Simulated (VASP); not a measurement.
S3O:

```
S O
1.0
     4.29825    0.00000    0.00000
     0.00000    4.29825    0.00000
     0.00000    0.00000    4.29825
S O
3 1
Direct
  0.50000 0.00000 0.50000
  0.00000 0.50000 0.50000
  0.50000 0.50000 0.00000
  0.00000 0.00000 0.00000
```

The cell was generated, and may not be a known phase.

* Program: VASP 6.6.1
* Task: relaxation of cell and atoms
* Functional: PBE
* Dispersion: D3(BJ)
* Potentials or basis: VASP PAW PBE potentials, release 64 (S, O)
* Cutoff: 600 eV
* k mesh: 4 × 4 × 4
* Occupations: gaussian, width 0.1 eV
* Spin: collinear spin, ferromagnetic start
* Starting moments: [0.0, 0.0, 0.0, 1.0] μB

At the start: pressure -16.5 GPa; volume 19.85 Å³/atom.

Problem. How do energy, volume and symmetry change on relaxing?

Solution. Over 3 steps the energy falls by 556.1 meV/atom and the volume is 12.79 Å³/atom (-35.6 %); space group Pm-3m (No. 221, to 0.1 Å) before and after; moment 0.00 μB per cell.

Step by step:
```csv
step,energy change (eV),largest force (eV/Å),pressure (GPa),volume (Å³)
1,0.0000,0.0000,-16.49,79.41
2,-1.9612,0.0000,-10.40,58.17
3,-2.2243,0.0000,-0.33,51.16
```

Final structure:
```yaml
crystal:
  lattice:
    - [3.71237, 0.00000, 0.00000]
    - [0.00000, 3.71237, 0.00000]
    - [0.00000, 0.00000, 3.71237]
  atoms:
    - { symbol: S, position: [0.50000, 0.00000, 0.50000] }
    - { symbol: S, position: [0.00000, 0.50000, 0.50000] }
    - { symbol: S, position: [0.50000, 0.50000, 0.00000] }
    - { symbol: O, position: [0.00000, 0.00000, 0.00000] }
```

Caveat: the k points lie up to 0.42 Å⁻¹ apart in the final cell, too coarse for converged energies and pressures of a metal; the volume moved by over 15 % at a fixed basis, so the end points are rough.
